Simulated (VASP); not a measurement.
# Os (P6_3/mmc) in VASP: further runs

The runs below take Os through single point, with PBEsol.

All numbers are computed with VASP 6.6.1; they aren't measurements. Logs are shortened: lines on timing, memory, paths and dates and some standing lists are left out, and cuts for length are marked.

### Step 1. The cell of the first run

It takes space group P6_3/mmc (No. 194, hexagonal). Conventional cell: a = 2.757 Å, b = 2.757 Å, c = 4.355 Å, α = 90.00°, β = 90.00°, γ = 120.00°. Within 3.6 Å of Os (site symmetry -6m2) lie 12 Os at 2.70 to 2.76 Å.

### Step 2. Single point, PBEsol (volume scaled by 1.025)

INCAR

```
PREC = Accurate
ENCUT = 520
EDIFF = 1E-6
ISMEAR = -1
SIGMA = 0.05
LREAL = F
LASPH = T
NELM = 100
ALGO = Normal
ISIF = 2
LWAVE = F
LCHARG = T
GGA = PS
LELF = T
LVHAR = T
NBANDS = 15
```

KPOINTS

```
Automatic mesh
0
Gamma
  15 15 9
```

POSCAR

```
Os
1.0
    2.7566968678      0.0000000000      0.0000000000
   -1.3783484340      2.3873695181      0.0000000000
    0.0000000000      0.0000000000      4.3554016190
Os
2
Direct
    0.3333333333      0.6666666667      0.2500000000
    0.6666666667      0.3333333333      0.7500000000
```

Potentials or basis: VASP PAW PBE potentials, release 64 (Os).

Run with:

```sh
cat potpaw_PBE.64/Os/POTCAR > POTCAR
mpirun -np 1 vasp_std > vasp.out
```

OUTCAR:

```text
PREC = Accurate
   ENCUT = 520
   EDIFF = 1E-6
   ISMEAR = -1
   LREAL = F
   LASPH = T
   NELM = 100
   ISIF = 2
   GGA = PS

 ion  position               nearest neighbor table
   1  0.333  0.667  0.250-   2 2.70   2 2.70   2 2.70   2 2.70   2 2.70   2 2.70
   2  0.667  0.333  0.750-   1 2.70   1 2.70   1 2.70   1 2.70   1 2.70   1 2.70

  LATTYP: Found a hexagonal cell.
 ALAT       =     2.7566968678
 C/A-ratio  =     1.5799349105

  Lattice vectors:

 A1 = (   2.7566968678,   0.0000000000,   0.0000000000)
 A2 = (  -1.3783484340,   2.3873695181,   0.0000000000)
 A3 = (   0.0000000000,   0.0000000000,   4.3554016190)

Analysis of symmetry for initial positions (statically):
=====================================================================
 Subroutine PRICEL returns:
 Original cell was already a primitive cell.

 Routine SETGRP: Setting up the symmetry group for a
 hexagonal supercell.

 Subroutine GETGRP returns: Found 24 space group operations
 (whereof 12 operations were pure point group operations)
 out of a pool of 24 trial point group operations.

The static configuration has the point symmetry D_3d.
 The point group associated with its full space group is D_6h.

Analysis of symmetry for dynamics (positions and initial velocities):
=====================================================================
 Subroutine PRICEL returns:
 Original cell was already a primitive cell.

 Routine SETGRP: Setting up the symmetry group for a
 hexagonal supercell.

 Subroutine GETGRP returns: Found 24 space group operations
 (whereof 12 operations were pure point group operations)
 out of a pool of 24 trial point group operations.

The dynamic configuration has the point symmetry D_3d.
 The point group associated with its full space group is D_6h.

 Subroutine INISYM returns: Found 24 space group operations
 (whereof 12 operations are pure point group operations),
 and found     1 'primitive' translations

----------------------------------------------------------------------------------------

                                     Primitive cell

  volume of cell :      28.6640

  direct lattice vectors                    reciprocal lattice vectors
     2.756696868  0.000000000  0.000000000     0.362752979  0.209435530  0.000000000
    -1.378348434  2.387369518  0.000000000     0.000000000  0.418871060  0.000000000
     0.000000000  0.000000000  4.355401619     0.000000000  0.000000000  0.229599951

  length of vectors
     2.756696868  2.756696868  4.355401619     0.418871060  0.418871060  0.229599951

  position of ions in fractional coordinates (direct lattice)
     0.333333333  0.666666667  0.250000000
     0.666666667  0.333333333  0.750000000

  ion indices of the primitive-cell ions
   primitive index   ion index
                 1           1
                 2           2

----------------------------------------------------------------------------------------

 KPOINTS: Automatic mesh

Automatic generation of k-mesh.
 Grid dimensions read from file:
 generate k-points for:   15   15    9

 Generating k-lattice:

  Cartesian coordinates                     Fractional coordinates (reciprocal lattice)
     0.024183532  0.013962369  0.000000000     0.066666667  0.000000000  0.000000000
     0.000000000  0.027924737  0.000000000     0.000000000  0.066666667  0.000000000
     0.000000000  0.000000000  0.025511106     0.000000000  0.000000000  0.111111111

  Length of vectors
     0.027924737  0.027924737  0.025511106

  Shift w.r.t. Gamma in fractional coordinates (k-lattice)
     0.000000000  0.000000000  0.000000000

 Subroutine IBZKPT returns following result:
 ===========================================

 Found    135 irreducible k-points:

 Following reciprocal coordinates:
            Coordinates               Weight
  0.000000  0.000000  0.000000      1.000000
  0.066667 -0.000000  0.000000      6.000000
  0.133333 -0.000000  0.000000      6.000000
  0.200000 -0.000000  0.000000      6.000000
  0.266667 -0.000000  0.000000      6.000000
  0.333333 -0.000000  0.000000      6.000000
[... 16 lines left out ...]
  0.333333  0.200000  0.000000     12.000000
  0.400000  0.200000  0.000000      6.000000
 [... further k-points ...]
   k-points           NKPTS =    135   k-points in BZ     NKDIM =    135   number of bands    NBANDS=     15
   number of dos      NEDOS =    301   number of ions     NIONS =      2
   total plane-waves  NPLWV =  18432
   dimension x,y,z NGX =    24 NGY =   24 NGZ =   32
   dimension x,y,z NGXF=    48 NGYF=   48 NGZF=   64
   ions per type =               2
   NGX,Y,Z   is equivalent  to a cutoff of  14.47, 14.47, 12.21 a.u.
   NGXF,Y,Z  is equivalent  to a cutoff of  28.95, 28.95, 24.43 a.u.
 SYSTEM =  unknown system
   PREC   = accura    normal or accurate (medium, high low for compatibility)
   ISTART =      0    job   : 0-new  1-cont  2-samecut
   ICHARG =      2    charge: 1-file 2-atom 10-const
   ISPIN  =      1    spin polarized calculation?
   LNONCOLLINEAR =      F non collinear calculations
   LSORBIT =      F    spin-orbit coupling
   LASPH  =      T    aspherical Exc in radial PAW
   ENCUT  =  520.0 eV  38.22 Ry    6.18 a.u.   5.13  5.13  8.10*2*pi/ulx,y,z
   NELM   =    100;   NELMIN=  2; NELMDL= -5     # of ELM steps
   EDIFF  = 0.1E-05   stopping-criterion for ELM
   LREAL  =      F    real-space projection
   EDIFFG = 0.1E-04   stopping-criterion for IOM
   NSW    =      0    number of steps for IOM
   IBRION =     -1    ionic relax: 0-MD 1-quasi-New 2-CG
   NFREE  =      0    steps in history (QN), initial steepest desc. (CG)
   ISIF   =      2    stress and relaxation
   ISYM   =      2    0-nonsym 1-usesym 2-fastsym
   POTIM  = 0.5000    time-step for ionic-motion
   TEBEG  =    0.0;   TEEND  =   0.0 temperature during run
   PSTRESS=    0.0 pullay stress
   NELECT =      16.0000    total number of electrons
   NUPDOWN=      -1.0000    fix difference up-down
   EMIN   =  10.00;   EMAX   =-10.00  energy-range for DOS
   EFERMI =   0.00;   METHOD = LEGACY
   ISMEAR =    -1;   SIGMA  =   0.05  broadening in eV -4-tet -1-fermi 0-gaus
   EFERMI_NEDOS =   21; number of points for ismear=-14 and -15
   IALGO  =     38    algorithm
   IMIX   =      4    mixing-type and parameters
     AMIX     =   0.40;   BMIX     =  1.00
     AMIX_MAG =   1.60;   BMIX_MAG =  1.00
  volume/ion in A,a.u.               =      14.33        96.72
  Fermi-wavevector in a.u.,A,eV,Ry     =   1.347936  2.547229 24.720845  1.816931
  Thomas-Fermi vector in A             =   2.475646
   LORBIT       =      0    0 simple, 1 ext, 2 COOP (PROOUT), +10 PAW based schemes
   GGA     = PS    functional components
   LHFCALC =     F    Hartree Fock is set to
   AEXX    =    0.0000 exact exchange contribution
   IVDW    =     0    specifies the selected vdW correction
   LEPSILON=     F    determine dielectric tensor
   LRPA    =     F    only Hartree local field effects (RPA)
 non-spin polarized calculation
  energy-cutoff  :      520.00
  volume of cell :       28.66
 maximum number of plane-waves:       783
 NGX is ok and might be reduce to    24
   NGX = 11   NGY = 11   NGZ = 17

 number of electron      15.9999999 magnetization

 Free energy of the ion-electron system (eV)
  ---------------------------------------------------
  ext. energy  EPLUGINS =         0.00000000
  ---------------------------------------------------
  free energy    TOTEN  =       -24.46106464 eV

  energy without entropy =      -24.45242371  energy(sigma->0) =      -24.45674417

 E-fermi :   8.9300     XC(G=0): -14.0155

 val. band max:        8.9002963675   @ k =   0.2000   0.1333   0.0000
 cond. band min:       8.9307634363   @ k =   0.1333  -0.0000   0.3333
 fundamental gap:      0.0304670688
 Fermi energy:         8.9299708664

 k-point     1 :       0.0000    0.0000    0.0000
  band No.  band energies     occupation
      1      -1.8321      2.00000
      2       1.3468      2.00000
      3       5.9835      2.00000
      4       5.9835      2.00000
      5       6.2265      2.00000
      6       6.7953      2.00000
      7       6.7953      2.00000
      8       7.4291      2.00000
      9       7.4291      2.00000
     10       8.9370      0.92977
     11      10.5719      0.00000
     12      10.5719      0.00000
     13      17.6935      0.00000
     14      22.9836      0.00000
     15      25.6815      0.00000

 k-point     2 :       0.0667   -0.0000    0.0000
  band No.  band energies     occupation
      1      -1.6566      2.00000
      2       1.5030      2.00000
      3       5.6274      2.00000
      4       6.1373      2.00000
      5       6.5327      2.00000
      6       6.6952      2.00000
      7       6.9387      2.00000
      8       7.2082      2.00000
      9       7.3054      2.00000
     10       8.1996      2.00000
     11      10.6570      0.00000
     12      11.5793      0.00000
     13      17.6774      0.00000
     14      23.3412      0.00000
     15      25.9094      0.00000

 k-point     3 :       0.1333   -0.0000    0.0000
  band No.  band energies     occupation
      1      -1.1507      2.00000
      2       1.9254      2.00000
      3       5.1328      2.00000
      4       6.3402      2.00000
      5       6.3924      2.00000
      6       6.5901      2.00000
      7       6.9922      2.00000
      8       7.0176      2.00000
      9       7.3589      2.00000
     10       7.5954      2.00000
     11      10.8598      0.00000
     12      13.2127      0.00000
     13      17.5988      0.00000
     14      24.2312      0.00000
     15      26.4322      0.00000
[... 343 lines left out ...]
 k-point    23 :       0.3333    0.2000    0.0000
  band No.  band energies     occupation
      1       2.7731      2.00000
      2       2.9067      2.00000
      3       3.1028      2.00000
      4       4.7539      2.00000
      5       5.3364      2.00000
      6       6.2265      2.00000
      7       7.1604      2.00000
      8       9.7919      0.00000
      9      10.9727      0.00000
     10      11.1024      0.00000
     11      13.1636      0.00000
     12      15.4847      0.00000
     13      17.5346      0.00000
     14      19.3257      0.00000
     15      21.8918      0.00000

 k-point    24 :       0.4000    0.2000    0.0000
  band No.  band energies     occupation
      1       2.6731      2.00000
      2       3.0007      2.00000
      3       3.0136      2.00000
      4       5.0375      2.00000
      5       5.3723      2.00000
      6       6.0853      2.00000
      7       7.3468      2.00000
      8      10.3156      0.00000
      9      10.8969      0.00000
     10      11.0967      0.00000
     11      13.8382      0.00000
     12      14.4689      0.00000
     13      17.0367      0.00000
     14      20.0198      0.00000
     15      22.4705      0.00000

 [... further k-points ...]
[... 5 lines left out ...]
  --------------------------------------------------------------------------------------
  -------------------------------------------------------------------------------------
  Total       -2.2084270     -2.2084270     -2.2633623      0.0000000     -0.0000000      0.0000000
  in kB     -123.4402426   -123.4402426   -126.5108582      0.0000000     -0.0000000      0.0000000
  external PRESSURE =    -124.4637811 kB  Pullay stress =       0.0000000 kB

 VOLUME and BASIS-vectors are now :
 -----------------------------------------------------------------------------
  energy-cutoff  :      520.00
  volume of cell :       28.66
      direct lattice vectors                 reciprocal lattice vectors
     2.756696868  0.000000000  0.000000000     0.362752979  0.209435530  0.000000000
    -1.378348434  2.387369518  0.000000000     0.000000000  0.418871060  0.000000000
     0.000000000  0.000000000  4.355401619     0.000000000  0.000000000  0.229599951

 POSITION                                       TOTAL-FORCE (eV/Angst)
 -----------------------------------------------------------------------------------
     -0.00000      1.59158      1.08885        -0.000000      0.000000      0.000000
      1.37835      0.79579      3.26655         0.000000     -0.000000      0.000000
 -----------------------------------------------------------------------------------
    total drift:                                0.000000     -0.000000     -0.000000

  FREE ENERGIE OF THE ION-ELECTRON SYSTEM (eV)
  ---------------------------------------------------
  free  energy   TOTEN  =       -24.4610646402 eV

  energy  without entropy=      -24.4524237076  energy(sigma->0) =      -24.45674417
```

It took 38 s on 1 thread of AMD EPYC 9R45 (Zen 5), shared host; peak memory 0.15 GiB.

What came out:

```yaml
Free_energy: -24.4611 eV
Pressure: -12.4 GPa
Band_gap_on_the_k_mesh: zero (band 8 reaches 10.93 eV, above the bottom of band 9 at 7.25 eV)
```

Caveat: the PAW data sets were made with another functional, which shifts forces and pressure a little; spin-orbit coupling is left out, which moves the levels of the heavy elements.

### Step 3. Single point, PBEsol (volume scaled by 1.04)

INCAR

```
SYSTEM = Os
PREC = Accurate
ENCUT = 520
EDIFF = 1E-6
ISMEAR = -1
SIGMA = 0.05
LREAL = .FALSE.
LASPH = .TRUE.
NELM = 80
ALGO = Normal
ISIF = 2
LWAVE = .FALSE.
LCHARG = .TRUE.
GGA = PS
LELF = .TRUE.
LVHAR = .TRUE.
NBANDS = 15
```

KPOINTS

```
Automatic mesh
0
G
  15 15 9
  0 0 0
```

POSCAR

```
Os
1.0
    2.7700791012      0.0000000000      0.0000000000
   -1.3850395506      2.3989588721      0.0000000000
    0.0000000000      0.0000000000      4.3765446767
Os
2
Direct
    0.3333333333      0.6666666667      0.2500000000
    0.6666666667      0.3333333333      0.7500000000
```

Potentials or basis: VASP PAW PBE potentials, release 64 (Os).

Run with:

```sh
cat potpaw_PBE.64/Os/POTCAR > POTCAR
mpirun -np 1 vasp_std > vasp.out
```

Wall time 49 s (1 thread of AMD EPYC 9R45 (Zen 5), shared host); peak memory 0.15 GiB.

It converged, with:

* Free energy: -24.4217 eV
* Pressure: -17.8 GPa
* Band gap on the k mesh: zero (band 8 reaches 10.66 eV, above the bottom of band 9 at 7.07 eV)

Stress tensor (GPa, compression positive):
```
-17.55   0.00   0.00
  0.00 -17.55   0.00
  0.00   0.00 -18.24
```

Levels at points of the mesh, in eV from the Fermi level:
```
           k point  band 4  band 5  band 6  band 7  band 8  band 9  band 10  band 11  band 12  band 13
(0.00, 0.00, 0.00)   -2.88   -2.65   -2.09   -2.09   -1.47   -1.47     0.01     1.61     1.61     8.59
```

Caveat: the PAW data sets were made with another functional, which shifts forces and pressure a little; spin-orbit coupling is left out, which moves the levels of the heavy elements.
